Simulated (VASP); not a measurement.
# C in VASP: single point with PBEsol

Aim: the single point of C with PBEsol.

All numbers are computed with VASP 6.6.1; they aren't measurements. Logs are shortened: lines on timing, memory, paths and dates and some standing lists are left out, and cuts for length are marked.

**1. The cell of the first run**

The cell holds a wire or tube with vacuum around it, 22 atoms: a = 2.459 Å, b = 11.225 Å, c = 26.564 Å, α = 90.00°, β = 90.00°, γ = 96.29°.

**2. Single point, PBEsol**

INCAR

```
ALGO = Normal
DIPOL = 0.5 0.5 0.500
EDIFF = 1E-7
ENCUT = 520
GGA = PS
IDIPOL = 3
ISIF = 2
ISMEAR = 0
ISYM = 0
LASPH = T
LCHARG = F
LDIPOL = T
LREAL = Auto
LWAVE = F
NBANDS = 61
NELM = 100
PREC = Accurate
SIGMA = 0.1
```

KPOINTS

```
k-points
0
Gamma
  14 3 1
```

POSCAR

```
C
1.0
    2.4589175859      0.0000000000      0.0000000000
   -1.2294587930     11.1573273866      0.0000000000
    0.0000000000      0.0000000000     26.5640684355
C
22
Direct
    0.5828026203      0.1656052406      0.2823362701
    0.9232686225      0.8465372451      0.3176551261
    0.5868345339      0.1736690678      0.3356715850
    0.4253079518      0.8506159036      0.3443215320
    0.0888738632      0.1777477264      0.3623379908
    0.4293398654      0.8586797308      0.3976568469
    0.0929057768      0.1858115535      0.4156733058
    0.9313791947      0.8627583893      0.4243232527
    0.5949451060      0.1898902121      0.4423397116
    0.9354111083      0.8708222165      0.4776585676
    0.5989770196      0.1979540393      0.4956750265
    0.4374504375      0.8749008751      0.5043249735
    0.1010163489      0.2020326978      0.5223414324
    0.4414823511      0.8829647022      0.5576602884
    0.1050482625      0.2100965250      0.5756767473
    0.9435216804      0.8870433608      0.5843266942
    0.6070875918      0.2141751835      0.6023431531
    0.9475535940      0.8951071880      0.6376620092
    0.6111195053      0.2222390107      0.6556784680
    0.4495929232      0.8991858465      0.6643284150
    0.1131588346      0.2263176692      0.6823448739
    0.4536248368      0.9072496737      0.7176637299
```

Potentials or basis: VASP PAW PBE potentials, release 64 (C).

Started as:

```console
$ cat potpaw_PBE.64/C/POTCAR > POTCAR
$ mpirun -np 1 vasp_std > vasp.out
```

OUTCAR:

```text
EDIFF = 1E-7
   ENCUT = 520
   GGA = PS
   ISIF = 2
   ISMEAR = 0
   ISYM = 0
   LASPH = T
   LREAL = Auto
   NELM = 100
   PREC = Accurate

 ion  position               nearest neighbor table
   1  0.583  0.166  0.282-   3 1.42
   2  0.923  0.847  0.318-   4 1.42   4 1.42
   3  0.587  0.174  0.336-   1 1.42   5 1.42   5 1.42
   4  0.425  0.851  0.344-   6 1.42   2 1.42   2 1.42
   5  0.089  0.178  0.362-   3 1.42   3 1.42   7 1.42
   6  0.429  0.859  0.398-   4 1.42   8 1.42   8 1.42
   7  0.093  0.186  0.416-   9 1.42   9 1.42   5 1.42
   8  0.931  0.863  0.424-  10 1.42   6 1.42   6 1.42
[... 10 lines left out ...]
  19  0.611  0.222  0.656-  17 1.42  21 1.42  21 1.42
  20  0.450  0.899  0.664-  22 1.42  18 1.42  18 1.42
  21  0.113  0.226  0.682-  19 1.42  19 1.42
  22  0.454  0.907  0.718-  20 1.42

IMPORTANT INFORMATION: All symmetrisations will be switched off!
NOSYMM: (Re-)initialisation of all symmetry stuff for point group C_1.

----------------------------------------------------------------------------------------

                                     Primitive cell

  volume of cell :     728.7839

  direct lattice vectors                    reciprocal lattice vectors
     2.458917586  0.000000000  0.000000000     0.406683008  0.044813599  0.000000000
    -1.229458793 11.157327387  0.000000000     0.000000000  0.089627199  0.000000000
     0.000000000  0.000000000 26.564068436     0.000000000  0.000000000  0.037644836

  length of vectors
     2.458917586 11.224861840 26.564068436     0.409144629  0.089627199  0.037644836

  position of ions in fractional coordinates (direct lattice)
     0.582802620  0.165605241  0.282336270
     0.923268622  0.846537245  0.317655126
     0.586834534  0.173669068  0.335671585
     0.425307952  0.850615904  0.344321532
     0.088873863  0.177747726  0.362337991
     0.429339865  0.858679731  0.397656847
[... 14 lines left out ...]
     0.113158835  0.226317669  0.682344874
     0.453624837  0.907249674  0.717663730

  ion indices of the primitive-cell ions
   primitive index   ion index
                 1           1
                 2           2
                 3           3
                 4           4
                 5           5
                 6           6
[... 14 lines left out ...]
                21          21
                22          22

----------------------------------------------------------------------------------------

 KPOINTS: k-points

Automatic generation of k-mesh.
 Grid dimensions read from file:
 generate k-points for:   14    3    1

 Generating k-lattice:

  Cartesian coordinates                     Fractional coordinates (reciprocal lattice)
     0.029048786  0.003200971  0.000000000     0.071428571 -0.000000000  0.000000000
     0.000000000  0.029875733  0.000000000     0.000000000  0.333333333  0.000000000
     0.000000000  0.000000000  0.037644836     0.000000000  0.000000000  1.000000000

  Length of vectors
     0.029224616  0.029875733  0.037644836

  Shift w.r.t. Gamma in fractional coordinates (k-lattice)
     0.000000000  0.000000000  0.000000000

 -----------------------------------------------------------------------------
|                                                                             |
|           W    W    AA    RRRRR   N    N  II  N    N   GGGG   !!!           |
|           W    W   A  A   R    R  NN   N  II  NN   N  G    G  !!!           |
|           W    W  A    A  R    R  N N  N  II  N N  N  G       !!!           |
|           W WW W  AAAAAA  RRRRR   N  N N  II  N  N N  G  GGG   !            |
|           WW  WW  A    A  R   R   N   NN  II  N   NN  G    G                |
|           W    W  A    A  R    R  N    N  II  N    N   GGGG   !!!           |
|                                                                             |
|     Your reciprocal lattice and k-lattice belong to different lattice       |
|     classes:                                                                |
|                                                                             |
|        The reciprocal lattice is base centered orthorhombic,                |
|        whereas your k-lattice is simple monoclinic.                         |
|                                                                             |
|     Results are often still useful ...                                      |
|                                                                             |
 -----------------------------------------------------------------------------

 WARNING: IBZKPT: internal override: KBLOWUP is changed to .FALSE.
      ... skipping the blow-up phase ...

 Subroutine IBZKPT returns following result:
 ===========================================

 Found     22 irreducible k-points:

 Following reciprocal coordinates:
            Coordinates               Weight
  0.000000  0.000000  0.000000      1.000000
  0.071429 -0.000000  0.000000      2.000000
  0.142857 -0.000000  0.000000      2.000000
  0.214286  0.000000  0.000000      2.000000
  0.285714 -0.000000  0.000000      2.000000
  0.357143  0.000000  0.000000      2.000000
[... 14 lines left out ...]
 -0.142857  0.333333  0.000000      2.000000
 -0.071429  0.333333  0.000000      2.000000
   k-points           NKPTS =     22   k-points in BZ     NKDIM =     22   number of bands    NBANDS=     61
   number of dos      NEDOS =    301   number of ions     NIONS =     22
   total plane-waves  NPLWV = 302400
   dimension x,y,z NGX =    18 NGY =   84 NGZ =  200
   dimension x,y,z NGXF=    36 NGYF=  168 NGZF=  400
   ions per type =              22
   NGX,Y,Z   is equivalent  to a cutoff of  12.17, 12.44, 12.52 a.u.
   NGXF,Y,Z  is equivalent  to a cutoff of  24.34, 24.88, 25.03 a.u.
 SYSTEM =  unknown system
   PREC   = accura    normal or accurate (medium, high low for compatibility)
   ISTART =      0    job   : 0-new  1-cont  2-samecut
   ICHARG =      2    charge: 1-file 2-atom 10-const
   ISPIN  =      1    spin polarized calculation?
   LNONCOLLINEAR =      F non collinear calculations
   LSORBIT =      F    spin-orbit coupling
   LASPH  =      T    aspherical Exc in radial PAW
   ENCUT  =  520.0 eV  38.22 Ry    6.18 a.u.   4.57 20.87 49.39*2*pi/ulx,y,z
   NELM   =    100;   NELMIN=  2; NELMDL= -5     # of ELM steps
   EDIFF  = 0.1E-06   stopping-criterion for ELM
   LREAL  =      T    real-space projection
   EDIFFG = 0.1E-05   stopping-criterion for IOM
   NSW    =      0    number of steps for IOM
   IBRION =     -1    ionic relax: 0-MD 1-quasi-New 2-CG
   NFREE  =      0    steps in history (QN), initial steepest desc. (CG)
   ISIF   =      2    stress and relaxation
   ISYM   =      0    0-nonsym 1-usesym 2-fastsym
   POTIM  = 0.5000    time-step for ionic-motion
   TEBEG  =    0.0;   TEEND  =   0.0 temperature during run
   PSTRESS=    0.0 pullay stress
   NELECT =      88.0000    total number of electrons
   NUPDOWN=      -1.0000    fix difference up-down
   EMIN   =  10.00;   EMAX   =-10.00  energy-range for DOS
   EFERMI =   0.00;   METHOD = LEGACY
   ISMEAR =     0;   SIGMA  =   0.10  broadening in eV -4-tet -1-fermi 0-gaus
   EFERMI_NEDOS =   21; number of points for ismear=-14 and -15
   IALGO  =     38    algorithm
   IMIX   =      4    mixing-type and parameters
     AMIX     =   0.40;   BMIX     =  1.00
     AMIX_MAG =   1.60;   BMIX_MAG =  1.00
  volume/ion in A,a.u.               =      33.13       223.55
  Fermi-wavevector in a.u.,A,eV,Ry     =   0.809163  1.529097  8.908348  0.654745
  Thomas-Fermi vector in A             =   1.918103
   LORBIT       =      0    0 simple, 1 ext, 2 COOP (PROOUT), +10 PAW based schemes
   GGA     = PS    functional components
   LHFCALC =     F    Hartree Fock is set to
   AEXX    =    0.0000 exact exchange contribution
   IVDW    =     0    specifies the selected vdW correction
   LEPSILON=     F    determine dielectric tensor
   LRPA    =     F    only Hartree local field effects (RPA)
 non-spin polarized calculation
 Gauss-broadening in eV      SIGMA  =   0.10
  energy-cutoff  :      520.00
  volume of cell :      728.78
 maximum number of plane-waves:     19756
   NGX =  9   NGY = 41   NGZ = 99

 dipolmoment           0.000000      0.000000     -0.000005 electrons x Angstroem

 number of electron      87.9999999 magnetization

 dipolmoment           0.000000      0.000000      0.000001 electrons x Angstroem

 Free energy of the ion-electron system (eV)
  ---------------------------------------------------
  ext. energy  EPLUGINS =         0.00000000
  ---------------------------------------------------
  free energy    TOTEN  =      -195.39904102 eV

  energy without entropy =     -195.34448586  energy(sigma->0) =     -195.37176344

 E-fermi :  -3.4819     XC(G=0):  -3.5997

 val. band max:       -3.4860823599   @ k =   0.1429  -0.0000   0.0000
 cond. band min:      -3.4812554362   @ k =   0.2143   0.3333   0.0000
 fundamental gap:      0.0048269237
 Fermi energy:        -3.4819341889

 k-point     1 :       0.0000    0.0000    0.0000
  band No.  band energies     occupation
      1     -22.8815      2.00000
      2     -22.7976      2.00000
      3     -22.2138      2.00000
      4     -22.1331      2.00000
      5     -21.2282      2.00000
      6     -21.1519      2.00000
[... 48 lines left out ...]
     55       1.8596      0.00000
     56       2.1111      0.00000

 k-point     2 :       0.0714   -0.0000    0.0000
  band No.  band energies     occupation
      1     -22.7905      2.00000
      2     -22.7072      2.00000
      3     -22.1235      2.00000
      4     -22.0433      2.00000
      5     -21.1392      2.00000
      6     -21.0634      2.00000
[... 48 lines left out ...]
     55       1.9834      0.00000
     56       2.1825      0.00000

 k-point     3 :       0.1429   -0.0000    0.0000
  band No.  band energies     occupation
      1     -22.5181      2.00000
      2     -22.4363      2.00000
      3     -21.8532      2.00000
      4     -21.7745      2.00000
      5     -20.8729      2.00000
      6     -20.7987      2.00000
[... 1054 lines left out ...]
 k-point    21 :      -0.1429    0.3333    0.0000
  band No.  band energies     occupation
      1     -22.5181      2.00000
      2     -22.4363      2.00000
      3     -21.8532      2.00000
      4     -21.7745      2.00000
      5     -20.8729      2.00000
      6     -20.7986      2.00000
[... 48 lines left out ...]
     55       1.8042      0.00000
     56       2.4421      0.00000

 k-point    22 :      -0.0714    0.3333    0.0000
  band No.  band energies     occupation
      1     -22.7905      2.00000
      2     -22.7072      2.00000
      3     -22.1235      2.00000
      4     -22.0433      2.00000
      5     -21.1392      2.00000
      6     -21.0634      2.00000
[... 48 lines left out ...]
     55       1.6970      0.00000
     56       2.0753      0.00000
 [bands above 56 left out]

------------------------ aborting loop because EDIFF is reached ----------------------------------------

 vacuum level on the upper side and lower side of the slab       (xc-potential included)        -0.005        -0.005

  FORCE on cell =-STRESS in cart. coord.  units (eV):
  Direction    XX          YY          ZZ          XY          YZ          ZX
  --------------------------------------------------------------------------------------
  -------------------------------------------------------------------------------------
  Total       -2.6636341     -0.3806071     -2.4165773      0.0011922     -0.1578874     -0.0017863
  in kB       -5.8558024     -0.8367364     -5.3126663      0.0026210     -0.3471037     -0.0039270
  external PRESSURE =      -4.0017350 kB  Pullay stress =       0.0000000 kB

 VOLUME and BASIS-vectors are now :
 -----------------------------------------------------------------------------
  energy-cutoff  :      520.00
  volume of cell :      728.78
      direct lattice vectors                 reciprocal lattice vectors
     2.458917586  0.000000000  0.000000000     0.406683008  0.044813599  0.000000000
    -1.229458793 11.157327387  0.000000000     0.000000000  0.089627199  0.000000000
     0.000000000  0.000000000 26.564068436     0.000000000  0.000000000  0.037644836

 POSITION                                       TOTAL-FORCE (eV/Angst)
 -----------------------------------------------------------------------------------
      1.22946      1.84771      7.50000        -0.000697     -0.001816      1.164885
      1.22946      9.44509      8.43821         0.006686      0.271525      1.647943
      1.22946      1.93768      8.91680        -0.004384     -0.121374     -1.568284
     -0.00000      9.49060      9.14658        -0.012725     -0.206140     -2.545308
     -0.00000      1.98319      9.62517         0.002595      0.048530      0.580706
     -0.00000      9.58057     10.56338         0.005128     -0.035196      0.850397
[... 14 lines left out ...]
     -0.00000      2.52510     18.12586         0.002794     -0.269677     -1.643769
     -0.00000     10.12248     19.06407        -0.002310      0.002610     -1.165798
 -----------------------------------------------------------------------------------
    total drift:                               -0.021420     -0.001010      0.009967

  FREE ENERGIE OF THE ION-ELECTRON SYSTEM (eV)
  ---------------------------------------------------
  free  energy   TOTEN  =      -195.3990410243 eV

  energy  without entropy=     -195.3444858554  energy(sigma->0) =     -195.37176344

 vacuum level on the upper side and lower side of the slab         3.382         3.382
```

It took 30 min on 1 thread of Intel Xeon 6975P-C (Granite Rapids), shared host; peak memory 0.95 GiB.

Results:

| Quantity | Value |
| --- | --- |
| Free energy | -195.3990 eV |
| Largest force | 2.554 eV/Å |
| Band gap on the k mesh | zero (bands 44 and 45 overlap by 0.33 eV) |

Forces in eV/Å, atoms in the order of the input:
```
C   -0.001 -0.002  1.165
C    0.007  0.272  1.648
C   -0.004 -0.121 -1.568
C   -0.013 -0.206 -2.545
C    0.003  0.049  0.581
C    0.005 -0.035  0.850
C   -0.004 -0.003 -0.289
C   -0.002  0.000 -0.097
C    0.012  0.018  0.128
C    0.000  0.036  0.050
C   -0.003  0.010 -0.093
C    0.002 -0.012  0.095
C   -0.003 -0.037 -0.048
C    0.003 -0.010 -0.134
C    0.000 -0.002  0.104
C    0.000  0.005  0.290
C   -0.003  0.037 -0.844
C    0.002 -0.050 -0.591
C   -0.004  0.204  2.543
C    0.002  0.116  1.566
C    0.003 -0.270 -1.644
C   -0.002  0.003 -1.166
```

Caveat: the PAW data sets were made with another functional, which shifts forces and pressure a little.
